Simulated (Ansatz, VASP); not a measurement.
# One calculation of Mo, two programs

File INCAR:

```
  ALGO = Fast
  EDIFF = 1E-7
  ENCUT = 520
  GGA = PE
  ISIF = 2
  ISMEAR = 0
  LASPH = True
  LCHARG = False
  LREAL = False
  LWAVE = False
  NBANDS = 13
  NELM = 80
  PREC = Accurate
  SIGMA = 0.05
```

KPOINTS

```
k-points
0
Gamma
  8 8 8
```

Contents of POSCAR:

```
Mo
1.0
   -1.5881451298      1.5881451298      1.5881451298
    1.5881451298     -1.5881451298      1.5881451298
    1.5881451298      1.5881451298     -1.5881451298
Mo
1
Direct
    0.0000000000      0.0000000000      0.0000000000
```

Input for Ansatz:

```yaml
crystal:
  lattice:
    - [-1.5881451298, 1.5881451298, 1.5881451298]
    - [1.5881451298, -1.5881451298, 1.5881451298]
    - [1.5881451298, 1.5881451298, -1.5881451298]
  atoms:
    - { symbol: Mo, position: [0.0, 0.0, 0.0] }
basis:
  ecutwfc: 420
  ecutrho_ratio: 4
kpoints:
  mp_grid: { grid: [8, 8, 8] }
hamiltonian:
  xc: pbe
scf:
  occupations: { method: gaussian, width: 0.05 }
output:
  forces: true
  stress: true
  eigenvalues: true
```

Alike in both runs: task single point; functional PBE; k mesh 8 × 8 × 8; occupations gaussian, width 0.05 eV; no spin polarisation.

```csv
,VASP,Ansatz
version,VASP 6.6.1,Ansatz 0.2.0
potentials or method,"VASP PAW PBE potentials, release 64 (Mo_sv), cutoff 520 eV","scalar-relativistic, plane waves, PAW"
valence electrons in the cell,14,14
```

|  | VASP | Ansatz | Ansatz less VASP |
| --- | --- | --- | --- |
| gap on the k mesh at the Fermi level (eV) | none | none | - |
| pressure (GPa) | -2.6 | -3.1 | -0.49 |

A gap of «none» marks a metal or a gap that the smearing closes.
